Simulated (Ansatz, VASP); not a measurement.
## Two plane-wave programs on Sc

```
Sc
1.0
     3.31950    0.00000    0.00000
    -1.65975    2.87477    0.00000
     0.00000    0.00000    5.57560
Sc
2
Direct
  0.33333 0.66667 0.25000
  0.66667 0.33333 0.75000
```

Alike in both runs: task single point; functional PBE; k mesh 15 × 15 × 10; occupations gaussian, width 0.15 eV; no spin polarisation.

|  | VASP | Ansatz |
| --- | --- | --- |
| version | VASP 6.6.1 | Ansatz 0.2.0 |
| potentials or method | VASP PAW PBE potentials, release 64 (Sc_sv), cutoff 520 eV | scalar-relativistic, plane waves, PAW |
| valence electrons in the cell | 22 | 22 |

|  | VASP | Ansatz | Ansatz less VASP |
| --- | --- | --- | --- |
| gap on the k mesh at the Fermi level (eV) | none | none | - |
| pressure (GPa) | -3.4 | -3.4 | -0.03 |
| traceless stress, the component that is largest in VASP (GPa) | -2.91 | -2.91 | +0.002 |

A gap of «none» marks a metal or a gap that the smearing closes.
